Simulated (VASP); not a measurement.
PtSe2:

```
Pt Se
1.0
     3.72780    0.00000    0.00000
    -1.86390    3.22837    0.00000
     0.00000    0.00000    5.03130
Pt Se
1 2
Direct
  0.00000 0.00000 0.00000
  0.33333 0.66667 0.25500
  0.66667 0.33333 0.74500
```

- Program: VASP 6.6.1
- Task: relaxation of the atoms
- Functional: PBE
- Potentials or basis: VASP PAW PBE potentials, release 64 (Pt, Se)
- Cutoff: 520 eV
- k mesh: 14 × 14 × 9
- Occupations: fermi-dirac, width 0.05 eV
- Spin: no spin polarisation

At the start: pressure 6.0 GPa; volume 20.18 Å³/atom.

How do energy, volume and symmetry change on relaxing?

Over 3 steps the energy falls by 2.9 meV/atom at a fixed cell; space group P-3m1 (No. 164, to 0.1 Å) before and after.

The path:
| step | energy change (eV) | largest force (eV/Å) | pressure (GPa) |
| --- | --- | --- | --- |
| 1 | 0.0000 | 0.3229 | 6.02 |
| 2 | -0.0071 | 0.1336 | 5.06 |
| 3 | -0.0086 | 0.0049 | 4.36 |

Final structure:
```
Pt Se
1.0
     3.72780    0.00000    0.00000
    -1.86390    3.22837    0.00000
     0.00000    0.00000    5.03130
Pt Se
1 2
Cartesian
  0.0000 0.0000 0.0000
  0.0000 2.1522 1.3102
  1.8639 1.0761 3.7211
```
